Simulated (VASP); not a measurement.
Crystal: GaN.

```
Ga N
1.0
     0.00000    2.24895    2.24895
     2.24895    0.00000    2.24895
     2.24895    2.24895    0.00000
Ga N
1 1
Direct
  0.00000 0.00000 0.00000
  0.75000 0.75000 0.75000
```

Base run:

| Quantity | Value |
| --- | --- |
| Program | VASP 6.6.1 |
| Functional | PBE0 |
| Potentials or basis | VASP PAW PBE potentials, release 64 (Ga_d, N) |
| Cutoff | 520 eV |
| k mesh | 6 × 6 × 6 |
| Occupations | gaussian, width 0.01 eV |
| Spin | no spin polarisation |

Its results: band gap on the k mesh 3.75 eV; pressure -0.2 GPa.

Q: The run is repeated on the same cell with these changes: functional from PBE0 to HSE06; occupations from gaussian, width 0.01 eV to fermi-dirac, width 0.02 eV. What comes out?

A: Band gap on the k mesh 3.02 eV; pressure -0.1 GPa.

Caveats: the PAW data sets were made with another functional, which shifts forces and pressure a little.

